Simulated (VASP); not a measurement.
# WS2 in VASP: single point with PBE

Aim: the single point of WS2 with PBE.

Everything below comes from runs of VASP 6.6.1. Logs are shortened: lines on timing, memory, paths and dates and some standing lists are left out, and cuts for length are marked.

### 1 The cell of the first run

The cell holds a slab with vacuum, 3 atoms: a = 3.183 Å, b = 3.183 Å, c = 16.127 Å, α = 90.00°, β = 90.00°, γ = 120.00°.

### 2 Single point, PBE

Input file INCAR:

```
SYSTEM = WS2
  PREC = Accurate
  ENCUT = 520
  EDIFF = 1E-7
  ISMEAR = 0
  SIGMA = 0.05
  LREAL = .FALSE.
  LASPH = .TRUE.
  NELM = 60
  ALGO = Normal
  ISIF = 2
  LWAVE = .FALSE.
  LCHARG = .TRUE.
  GGA = PE
  LELF = .TRUE.
  LVHAR = .TRUE.
  NBANDS = 20
```

Input file KPOINTS:

```
Automatic mesh
0
G
  24 24 1
  0 0 0
```

Input file POSCAR:

```
WS2
1.0
    3.1831225500      0.0000000000      0.0000000000
   -1.5915612800      2.7566650000      0.0000000000
    0.0000000000      0.0000000000     16.1272518900
W S
1 2
Direct
    0.0000000000      0.0000000000      0.5000000000
    0.3333333300      0.6666666700      0.4028178400
    0.3333333300      0.6666666700      0.5971821600
```

Potentials or basis: VASP PAW PBE potentials, release 64 (W_sv, S).

Command:

```
cat potpaw_PBE.64/W_sv/POTCAR potpaw_PBE.64/S/POTCAR > POTCAR
mpirun -np 1 vasp_std > vasp.out
```

OUTCAR:

```text
SYSTEM = WS2
   PREC = Accurate
   ENCUT = 520
   EDIFF = 1E-7
   ISMEAR = 0
   LREAL = .FALSE.
   LASPH = .TRUE.
   NELM = 60
   ISIF = 2
   GGA = PE

 ion  position               nearest neighbor table
   1  0.000  0.000  0.500-   2 2.42   3 2.42   2 2.42   3 2.42   2 2.42   3 2.42
   2  0.333  0.667  0.403-   1 2.42   1 2.42   1 2.42
   3  0.333  0.667  0.597-   1 2.42   1 2.42   1 2.42

  LATTYP: Found a hexagonal cell.
 ALAT       =     3.1831225500
 C/A-ratio  =     5.0664879020

  Lattice vectors:

 A1 = (   3.1831225500,   0.0000000000,   0.0000000000)
 A2 = (  -1.5915612800,   2.7566650000,   0.0000000000)
 A3 = (   0.0000000000,   0.0000000000,  16.1272518900)

Analysis of symmetry for initial positions (statically):
=====================================================================
 Subroutine PRICEL returns:
 Original cell was already a primitive cell.

 Routine SETGRP: Setting up the symmetry group for a
 hexagonal supercell.

 Subroutine GETGRP returns: Found 12 space group operations
 (whereof 12 operations were pure point group operations)
 out of a pool of 24 trial point group operations.

The static configuration has the point symmetry D_3h.

Analysis of symmetry for dynamics (positions and initial velocities):
=====================================================================
 Subroutine PRICEL returns:
 Original cell was already a primitive cell.

 Routine SETGRP: Setting up the symmetry group for a
 hexagonal supercell.

 Subroutine GETGRP returns: Found 12 space group operations
 (whereof 12 operations were pure point group operations)
 out of a pool of 24 trial point group operations.

The dynamic configuration has the point symmetry D_3h.

 Subroutine INISYM returns: Found 12 space group operations
 (whereof 12 operations are pure point group operations),
 and found     1 'primitive' translations

----------------------------------------------------------------------------------------

                                     Primitive cell

  volume of cell :     141.5135

  direct lattice vectors                    reciprocal lattice vectors
     3.183122550  0.000000000  0.000000000     0.314156927  0.181378587  0.000000000
    -1.591561280  2.756665000  0.000000000     0.000000000  0.362757172  0.000000000
     0.000000000  0.000000000 16.127251890     0.000000000  0.000000000  0.062006844

  length of vectors
     3.183122550  3.183122560 16.127251890     0.362757173  0.362757172  0.062006844

  position of ions in fractional coordinates (direct lattice)
     0.000000000  0.000000000  0.500000000
     0.333333330  0.666666670  0.402817840
     0.333333330  0.666666670  0.597182160

  ion indices of the primitive-cell ions
   primitive index   ion index
                 1           1
                 2           2
                 3           3

----------------------------------------------------------------------------------------

 KPOINTS: Automatic mesh

Automatic generation of k-mesh.
 Grid dimensions read from file:
 generate k-points for:   24   24    1

 Generating k-lattice:

  Cartesian coordinates                     Fractional coordinates (reciprocal lattice)
     0.013089872  0.007557441  0.000000000     0.041666667  0.000000000  0.000000000
     0.000000000  0.015114882  0.000000000     0.000000000  0.041666667  0.000000000
     0.000000000  0.000000000  0.062006844     0.000000000  0.000000000  1.000000000

  Length of vectors
     0.015114882  0.015114882  0.062006844

  Shift w.r.t. Gamma in fractional coordinates (k-lattice)
     0.000000000  0.000000000  0.000000000

 Subroutine IBZKPT returns following result:
 ===========================================

 Found     61 irreducible k-points:

 Following reciprocal coordinates:
            Coordinates               Weight
  0.000000  0.000000  0.000000      1.000000
  0.041667  0.000000  0.000000      6.000000
  0.083333  0.000000  0.000000      6.000000
  0.125000  0.000000  0.000000      6.000000
  0.166667  0.000000  0.000000      6.000000
  0.208333 -0.000000  0.000000      6.000000
[... 16 lines left out ...]
  0.416667  0.041667  0.000000     12.000000
  0.458333  0.041667  0.000000     12.000000
 [... further k-points ...]
   k-points           NKPTS =     61   k-points in BZ     NKDIM =     61   number of bands    NBANDS=     20
   number of dos      NEDOS =    301   number of ions     NIONS =      3
   total plane-waves  NPLWV =  69120
   dimension x,y,z NGX =    24 NGY =   24 NGZ =  120
   dimension x,y,z NGXF=    48 NGYF=   48 NGZF=  240
   ions per type =               1   2
   NGX,Y,Z   is equivalent  to a cutoff of  12.53, 12.53, 12.37 a.u.
   NGXF,Y,Z  is equivalent  to a cutoff of  25.07, 25.07, 24.74 a.u.
 SYSTEM =  WS2
   PREC   = accura    normal or accurate (medium, high low for compatibility)
   ISTART =      0    job   : 0-new  1-cont  2-samecut
   ICHARG =      2    charge: 1-file 2-atom 10-const
   ISPIN  =      1    spin polarized calculation?
   LNONCOLLINEAR =      F non collinear calculations
   LSORBIT =      F    spin-orbit coupling
   LASPH  =      T    aspherical Exc in radial PAW
   ENCUT  =  520.0 eV  38.22 Ry    6.18 a.u.   5.92  5.92 29.99*2*pi/ulx,y,z
   NELM   =     60;   NELMIN=  2; NELMDL= -5     # of ELM steps
   EDIFF  = 0.1E-06   stopping-criterion for ELM
   LREAL  =      F    real-space projection
   EDIFFG = 0.1E-05   stopping-criterion for IOM
   NSW    =      0    number of steps for IOM
   IBRION =     -1    ionic relax: 0-MD 1-quasi-New 2-CG
   NFREE  =      0    steps in history (QN), initial steepest desc. (CG)
   ISIF   =      2    stress and relaxation
   ISYM   =      2    0-nonsym 1-usesym 2-fastsym
   POTIM  = 0.5000    time-step for ionic-motion
   TEBEG  =    0.0;   TEEND  =   0.0 temperature during run
   PSTRESS=    0.0 pullay stress
   NELECT =      26.0000    total number of electrons
   NUPDOWN=      -1.0000    fix difference up-down
   EMIN   =  10.00;   EMAX   =-10.00  energy-range for DOS
   EFERMI =   0.00;   METHOD = LEGACY
   ISMEAR =     0;   SIGMA  =   0.05  broadening in eV -4-tet -1-fermi 0-gaus
   EFERMI_NEDOS =   21; number of points for ismear=-14 and -15
   IALGO  =     38    algorithm
   IMIX   =      4    mixing-type and parameters
     AMIX     =   0.40;   BMIX     =  1.00
     AMIX_MAG =   1.60;   BMIX_MAG =  1.00
  volume/ion in A,a.u.               =      47.17       318.33
  Fermi-wavevector in a.u.,A,eV,Ry     =   0.930679  1.758729 11.784875  0.866164
  Thomas-Fermi vector in A             =   2.057093
   LORBIT       =      0    0 simple, 1 ext, 2 COOP (PROOUT), +10 PAW based schemes
   GGA     = PE    functional components
   LHFCALC =     F    Hartree Fock is set to
   AEXX    =    0.0000 exact exchange contribution
   IVDW    =     0    specifies the selected vdW correction
   LEPSILON=     F    determine dielectric tensor
   LRPA    =     F    only Hartree local field effects (RPA)
 non-spin polarized calculation
 Gauss-broadening in eV      SIGMA  =   0.05
  energy-cutoff  :      520.00
  volume of cell :      141.51
 maximum number of plane-waves:      3837
 NGX is ok and might be reduce to    24
   NGX = 11   NGY = 11   NGZ = 59

 number of electron      26.0000001 magnetization

 Free energy of the ion-electron system (eV)
  ---------------------------------------------------
  ext. energy  EPLUGINS =         0.00000000
  ---------------------------------------------------
  free energy    TOTEN  =       -23.67408227 eV

  energy without entropy =      -23.67408227  energy(sigma->0) =      -23.67408227

 E-fermi :  -0.5786     XC(G=0):  -4.7772

 val. band max:       -0.9750395287   @ k =   0.3333   0.3333   0.0000
 cond. band min:       0.8431498138   @ k =   0.3333   0.3333   0.0000
 fundamental gap:      1.8181893425
 Fermi energy:        -0.5786129455

 k-point     1 :       0.0000    0.0000    0.0000
  band No.  band energies     occupation
      1     -75.0033      2.00000
      2     -39.2370      2.00000
      3     -39.0896      2.00000
      4     -39.0896      2.00000
      5     -15.7234      2.00000
      6     -14.0892      2.00000
[... 12 lines left out ...]
     19       4.5259      0.00000
     20       4.5868      0.00000

 k-point     2 :       0.0417    0.0000    0.0000
  band No.  band energies     occupation
      1     -75.0030      2.00000
      2     -39.2360      2.00000
      3     -39.0954      2.00000
      4     -39.0910      2.00000
      5     -15.6946      2.00000
      6     -14.0786      2.00000
[... 12 lines left out ...]
     19       4.5606      0.00000
     20       4.6818      0.00000

 k-point     3 :       0.0833    0.0000    0.0000
  band No.  band energies     occupation
      1     -75.0022      2.00000
      2     -39.2330      2.00000
      3     -39.1123      2.00000
      4     -39.0949      2.00000
      5     -15.6093      2.00000
      6     -14.0474      2.00000
[... 12 lines left out ...]
     19       4.6633      0.00000
     20       4.9783      0.00000

 k-point     4 :       0.1250    0.0000    0.0000
  band No.  band energies     occupation
      1     -75.0009      2.00000
      2     -39.2282      2.00000
      3     -39.1391      2.00000
      4     -39.1011      2.00000
      5     -15.4707      2.00000
      6     -13.9967      2.00000
[... 12 lines left out ...]
     19       4.8304      0.00000
     20       5.4337      0.00000

 k-point     5 :       0.1667    0.0000    0.0000
  band No.  band energies     occupation
      1     -74.9991      2.00000
      2     -39.2219      2.00000
      3     -39.1738      2.00000
      4     -39.1093      2.00000
      5     -15.2843      2.00000
      6     -13.9286      2.00000
[... 12 lines left out ...]
     19       5.0568      0.00000
     20       5.8919      0.00000
[... 353 lines left out ...]
      6     -13.5123      2.00000
[... 12 lines left out ...]
     19       6.3364      0.00000
     20       6.4371      0.00000

 k-point    22 :       0.3750    0.0417    0.0000
  band No.  band energies     occupation
      1     -74.9883      2.00000
      2     -39.3850      2.00000
      3     -39.1821      2.00000
      4     -39.1630      2.00000
      5     -13.8802      2.00000
      6     -13.4345      2.00000
[... 12 lines left out ...]
     19       6.5652      0.00000
     20       6.6148      0.00000

 k-point    23 :       0.4167    0.0417    0.0000
  band No.  band energies     occupation
      1     -74.9872      2.00000
      2     -39.4056      2.00000
      3     -39.1781      2.00000
      4     -39.1683      2.00000
      5     -13.7055      2.00000
      6     -13.3774      2.00000
[... 12 lines left out ...]
     19       6.7420      0.00000
     20       6.7940      0.00000

 k-point    24 :       0.4583    0.0417    0.0000
  band No.  band energies     occupation
      1     -74.9867      2.00000
      2     -39.4162      2.00000
      3     -39.1761      2.00000
      4     -39.1710      2.00000
      5     -13.6110      2.00000
      6     -13.3470      2.00000
[... 12 lines left out ...]
     19       6.8246      0.00000
     20       6.9522      0.00000

 [... further k-points ...]
[... 5 lines left out ...]
  --------------------------------------------------------------------------------------
  -------------------------------------------------------------------------------------
  Total        0.2404149      0.2404149      0.3155743     -0.0000000      0.0000000      0.0000000
  in kB        2.7219129      2.7219130      3.5728476     -0.0000000      0.0000000      0.0000000
  external PRESSURE =       3.0055578 kB  Pullay stress =       0.0000000 kB

 VOLUME and BASIS-vectors are now :
 -----------------------------------------------------------------------------
  energy-cutoff  :      520.00
  volume of cell :      141.51
      direct lattice vectors                 reciprocal lattice vectors
     3.183122550  0.000000000  0.000000000     0.314156927  0.181378587  0.000000000
    -1.591561280  2.756665000  0.000000000     0.000000000  0.362757172  0.000000000
     0.000000000  0.000000000 16.127251890     0.000000000  0.000000000  0.062006844

 POSITION                                       TOTAL-FORCE (eV/Angst)
 -----------------------------------------------------------------------------------
      0.00000      0.00000      8.06363         0.000000      0.000000      0.000000
     -0.00000      1.83778      6.49634         0.000000      0.000000     -0.109720
     -0.00000      1.83778      9.63091         0.000000     -0.000000      0.109720
 -----------------------------------------------------------------------------------
    total drift:                                0.000016     -0.000009     -0.000000

  FREE ENERGIE OF THE ION-ELECTRON SYSTEM (eV)
  ---------------------------------------------------
  free  energy   TOTEN  =       -23.6740822688 eV

  energy  without entropy=      -23.6740822688  energy(sigma->0) =      -23.67408227
```

It took 11 min on 1 thread of AMD EPYC, shared host; peak memory 0.31 GiB.

What came out:

```yaml
Free_energy: -23.6741 eV
Largest_force: 0.110 eV/Å
Band_gap_on_the_k_mesh: 1.82 eV
```

Forces on the atoms (eV/Å):
```
W    0.000  0.000  0.000
S    0.000  0.000 -0.110
S    0.000  0.000  0.110
```

Caveat: there is no dipole correction, which matters where the two faces differ; spin-orbit coupling is left out, which moves the levels of the heavy elements.
